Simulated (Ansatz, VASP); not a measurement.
**ScIn3As in VASP and in Ansatz**

The input INCAR:

```
SYSTEM = ScIn3As
PREC = Accurate
ENCUT = 600
EDIFF = 1E-6
ISMEAR = 0
SIGMA = 0.2
LREAL = .FALSE.
LASPH = .TRUE.
NELM = 60
ALGO = Fast
ISIF = 3
LWAVE = .FALSE.
LCHARG = .FALSE.
GGA = PE
IBRION = 2
NSW = 36
EDIFFG = -0.08
```

File KPOINTS:

```
Automatic mesh
0
G
  4 4 1
  0 0 0
```

The input POSCAR:

```
ScIn3As
1.0
    3.8400000000      0.0000000000      0.0000000000
    0.0000000000      3.8400000000      0.0000000000
    0.0000000000      0.0000000000     16.0000000000
Sc In As
2 6 2
Direct
    0.0000000000      0.5000000000      0.9150000000
    0.5000000000      0.0000000000      0.0850000000
    0.5000000000      0.0000000000      0.3580000000
    0.5000000000      0.0000000000      0.5470000000
    0.0000000000      0.5000000000      0.2630000000
    0.5000000000      0.0000000000      0.7370000000
    0.0000000000      0.5000000000      0.6420000000
    0.0000000000      0.5000000000      0.4530000000
    0.5000000000      0.0000000000      0.9150000000
    0.0000000000      0.5000000000      0.0850000000
```

Input for Ansatz:

```yaml
crystal:
  lattice:
    - [3.84, 0.0, 0.0]
    - [0.0, 3.84, 0.0]
    - [0.0, 0.0, 16.0]
  atoms:
    - { symbol: Sc, position: [0.0, 0.5, 0.915] }
    - { symbol: Sc, position: [0.5, 0.0, 0.085] }
    - { symbol: In, position: [0.5, 0.0, 0.358] }
    - { symbol: In, position: [0.5, 0.0, 0.547] }
    - { symbol: In, position: [0.0, 0.5, 0.263] }
    - { symbol: In, position: [0.5, 0.0, 0.737] }
    - { symbol: In, position: [0.0, 0.5, 0.642] }
    - { symbol: In, position: [0.0, 0.5, 0.453] }
    - { symbol: As, position: [0.5, 0.0, 0.915] }
    - { symbol: As, position: [0.0, 0.5, 0.085] }
basis:
  ecutwfc: 420
kpoints:
  mp_grid: { grid: [4, 4, 1] }
hamiltonian:
  xc: pbe
scf:
  occupations: { method: gaussian, width: 0.2 }
  lower_state_search: "off"
output:
  forces: true
  stress: true
  eigenvalues: true
relax:
  adjacent_minimum: "off"
  f_tol: 0.08
  max_steps: 16
  cell: { stress_tol: 0.8 }
```

Alike in both runs: task relaxation of cell and atoms; functional PBE; k mesh 4 × 4 × 1; occupations gaussian, width 0.2 eV; no spin polarisation.

|  | VASP | Ansatz |
| --- | --- | --- |
| version | VASP 6.6.1 | Ansatz 0.2.0 |
| potentials or method | VASP PAW PBE potentials, release 64 (Sc_sv, In_d, As), cutoff 600 eV | scalar-relativistic, plane waves, PAW |
| valence electrons in the cell | 110 | 130 |

|  | VASP | Ansatz | Ansatz less VASP |
| --- | --- | --- | --- |
| gap on the k mesh at the Fermi level, each at its own relaxed structure (eV) | none | none | - |
| relaxed volume (Å³/atom) | 25.71 | 25.76 | +0.056 |
| relaxed length of the cell vector where the two differ most in proportion (Å) | 17.236 | 17.358 | +0.1217 |

A gap of «none» marks a metal or a gap that the smearing closes. VASP's potentials hold 110 valence electrons a cell and Ansatz's 130, so a difference there can come from the potentials and not from the codes.

The k mesh is coarse, so the values compare programs but aren't converged.
